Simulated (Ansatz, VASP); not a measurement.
RbBr: VASP beside Ansatz

```
Rb Br
1.0
     0.08436    3.95385    3.95385
     3.95385    0.08436    3.95385
     3.95385    3.95385    0.08436
Rb Br
1 1
Direct
  0.00237 0.00237 0.00237
  0.24763 0.24763 0.24763
```

Change from the starting cell: shear_111 strain +3.3%.

Alike in both runs: task single point; functional PBE; k mesh 6 × 6 × 6; occupations fermi-dirac, width 0.02 eV; no spin polarisation.

```csv
,VASP,Ansatz
version,VASP 6.6.1,Ansatz 0.2.0
potentials or method,"VASP PAW PBE potentials, release 64 (Rb_sv, Br)","plane waves, PAW"
plane-wave cutoff (eV),520,420
valence electrons in the cell,16,16
```

|  | VASP | Ansatz | Ansatz less VASP |
| --- | --- | --- | --- |
| gap on the k mesh at the Fermi level (eV) | 4.02 | 4.02 | 0.000 |
| pressure (GPa) | -0.1 | -0.1 | -0.01 |

With one functional, cell and mesh, what is left measures potentials, basis and numerics.
